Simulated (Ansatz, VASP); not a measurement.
**TaN in VASP and in Ansatz**

```
Ta N
1.0
     2.88918    0.00000    0.00000
    -1.44459    2.50210    0.00000
     0.00000    0.00000    5.86002
Ta N
2 2
Direct
  0.95085 0.00000 0.00000
  0.04915 0.00000 0.50000
  0.33333 0.66667 0.25000
  0.66667 0.33333 0.75000
```

Change from the starting cell: mode 4 frozen in at -0.142 Å and mode 5 at +0.000 Å (largest displacements).

Alike in both runs: task single point; functional PBEsol; k mesh 15 × 15 × 8; occupations gaussian, width 0.15 eV; no spin polarisation.

|  | VASP | Ansatz |
| --- | --- | --- |
| version | VASP 6.6.1 | Ansatz 0.2.0 |
| potentials or method | VASP PAW PBE potentials, release 64 (Ta_pv, N), cutoff 520 eV | scalar-relativistic, plane waves, PAW |
| valence electrons in the cell | 32 | 36 |

Ansatz gave:

| Property | Result |
| --- | --- |
| gap on the k mesh at the Fermi level (eV) | none |
| pressure (GPa) | 3.3 |
| traceless stress, the component that is largest in VASP (GPa) | 1.85 |
| rms of the force components (eV/Å) | 0.819 |

Task: Which values does VASP return?

Result: gap on the k mesh at the Fermi level (eV): none; pressure (GPa): 4.3; traceless stress, the component that is largest in VASP (GPa): 1.99; rms of the force components (eV/Å): 0.825.

VASP's potentials were made for PBE, not for PBEsol, and Ansatz warns of the same on its side. Atom by atom the forces differ by 0.006 eV/Å (rms over components). A gap of «none» marks a metal or a gap that the smearing closes. With one functional, cell and mesh, what is left measures potentials, basis and numerics. VASP's potentials hold 32 valence electrons a cell and Ansatz's 36, so a difference there can come from the potentials and not from the codes.

Neither program's run includes spin-orbit coupling.
